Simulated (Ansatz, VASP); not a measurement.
## Two plane-wave programs on LiHF2

File INCAR:

```
ALGO = Normal ; EDIFF = 1E-6
ENCUT = 520 ; GGA = CA
ISIF = 2 ; ISMEAR = 0
LASPH = True ; LCHARG = True
LELF = True ; LREAL = False
LVHAR = True ; LWAVE = False
NBANDS = 17 ; NELM = 60
PREC = Accurate ; SIGMA = 0.05
```

KPOINTS

```
k-points
0
Gamma
  9 9 9
```

Contents of POSCAR:

```
LiHF2
1.0
    1.4860718052      0.8579839568      4.4594993651
   -1.4860718052      0.8579839568      4.4594993651
    0.0000000000     -1.7159679136      4.4594993651
Li H F
1 1 2
Direct
    0.0000000000      0.0000000000      0.0000000000
    0.5000000000      0.5000000000      0.5000000000
    0.4125119035      0.4125119035      0.4125119035
    0.5874880965      0.5874880965      0.5874880965
```

Input for Ansatz:

```yaml
crystal:
  lattice:
    - [1.4860718052, 0.8579839568, 4.4594993651]
    - [-1.4860718052, 0.8579839568, 4.4594993651]
    - [0.0, -1.7159679136, 4.4594993651]
  atoms:
    - { symbol: Li, position: [0.0, 0.0, 0.0] }
    - { symbol: H, position: [0.5, 0.5, 0.5] }
    - { symbol: F, position: [0.4125119035, 0.4125119035, 0.4125119035] }
    - { symbol: F, position: [0.5874880965, 0.5874880965, 0.5874880965] }
basis:
  ecutwfc: 420
kpoints:
  mp_grid: { grid: [9, 9, 9] }
hamiltonian:
  xc: lda
scf:
  occupations: { method: gaussian, width: 0.05 }
output:
  forces: true
  stress: true
  eigenvalues: true
```

Change from the starting cell: strain +0.030 along x and y, +0.030 along z, atoms carried along.

Alike in both runs: task single point; functional LDA; k mesh 9 × 9 × 9; occupations gaussian, width 0.05 eV; no spin polarisation.

|  | VASP | Ansatz |
| --- | --- | --- |
| version | VASP 6.6.1 | Ansatz 0.2.0 |
| potentials or method | VASP PAW LDA potentials, release 64 (Li_sv, H, F), cutoff 520 eV | scalar-relativistic, plane waves, PAW |
| valence electrons in the cell | 18 | 18 |

|  | VASP | Ansatz | Ansatz less VASP |
| --- | --- | --- | --- |
| gap on the k mesh at the Fermi level (eV) | 7.71 | 7.75 | +0.034 |
| least direct gap on the mesh (eV) | 7.91 | 7.94 | +0.034 |
| rms of the force components (eV/Å) | 0.191 | 0.229 | +0.0378 |

LDA's correlation is that of Perdew and Zunger in VASP and of Perdew and Wang (1992) in Ansatz. Atom by atom the forces differ by 0.038 eV/Å (rms over components).

Noted on VASP's run: the cutoff is short for stress, so the pressure is rough.
